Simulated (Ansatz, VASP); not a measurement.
Two plane-wave programs on Rh

```
Rh
1.0
     0.00000    1.89785    1.89785
     1.89785    0.00000    1.89785
     1.89785    1.89785    0.00000
Rh
1
Direct
  0.00000 0.00000 0.00000
```

Alike in both runs: task single point; functional PBE; k mesh 14 × 14 × 14; occupations gaussian, width 0.1 eV; no spin polarisation.

```csv
,VASP,Ansatz
version,VASP 6.6.1,Ansatz 0.2.0
potentials or method,"VASP PAW PBE potentials, release 64 (Rh_pv), cutoff 500 eV","scalar-relativistic, plane waves, PAW"
valence electrons in the cell,15,17
```

VASP gave:

- gap on the k mesh at the Fermi level (eV): none
- pressure (GPa): 7.6

Task: Estimate Ansatz's values.

Result: gap on the k mesh at the Fermi level (eV): none; pressure (GPa): 7.4.

A gap of «none» marks a metal or a gap that the smearing closes. VASP's potentials hold 15 valence electrons a cell and Ansatz's 17, so a difference there can come from the potentials and not from the codes.
